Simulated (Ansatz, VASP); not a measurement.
## GaN in VASP and in Ansatz

```
Ga N
1.0
     0.00000    2.26842    2.26842
     2.26842    0.00000    2.26842
     2.26842    2.26842    0.00000
Ga N
1 1
Cartesian
  0.0000 0.0000 0.0000
  1.1342 1.1342 1.1342
```

Alike in both runs: task single point; functional BLYP; dispersion D4; k mesh 10 × 10 × 10; occupations fermi-dirac, width 0.05 eV; no spin polarisation.

|  | VASP | Ansatz |
| --- | --- | --- |
| version | VASP 6.6.1 | Ansatz 0.2.0 |
| potentials or method | VASP PAW PBE potentials, release 64 (Ga_d, N) | Ansatz PAW |
| plane-wave cutoff (eV) | 520 | 420 |
| valence electrons in the cell | 18 | 18 |

Ansatz gave:

| Item | Value |
| --- | --- |
| gap on the k mesh at the Fermi level (eV) | 1.69 |
| least direct gap on the mesh (eV) | 1.69 |
| pressure (GPa) | -4.3 |

Q: Estimate VASP's values.

A: gap on the k mesh at the Fermi level (eV): 1.68; least direct gap on the mesh (eV): 1.68; pressure (GPa): -2.9.

VASP's potentials were made for PBE, not for BLYP.
